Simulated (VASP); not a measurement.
Ir: single point with PBE

Ir:

```
CELL_PARAMETERS angstrom
-1.55516 1.55516 1.55516
1.55516 -1.55516 1.55516
1.55516 1.55516 -1.55516
ATOMIC_POSITIONS crystal
Ir 0.00000 0.00000 0.00000
```

```
Program                : VASP 6.6.1
Task                   : single point
Functional             : PBE
Potentials or basis    : VASP PAW PBE potentials, release 64 (Ir)
Cutoff                 : 520 eV
k mesh                 : 8 × 8 × 8
Occupations            : gaussian, width 0.1 eV
Spin                   : no spin polarisation
Dipole correction      : no
Further INCAR settings : ALGO = Normal; EDIFF = 1e-06; NBANDS = 10
```

```json
{
  "Pressure": "0.8 GPa"
}
```

Levels at points of the mesh, in eV from the Fermi level:
```tsv
k point	band 2	band 3	band 4	band 5	band 6	band 7
(0.00, 0.00, 0.00)	-3.40	-3.40	-3.40	-0.49	-0.49	16.93
(0.50, 0.00, 0.00)	-5.14	-0.67	-0.03	0.00	2.13	7.62
(0.50, 0.50, 0.50)	-6.65	1.46	1.46	1.46	7.80	7.80
```

Run time: 7.6 s on 1 thread of AMD EPYC 7R13 (shared host), peak memory 0.1 GiB.

Caveat: spin-orbit coupling is left out, which moves the levels of the heavy elements.
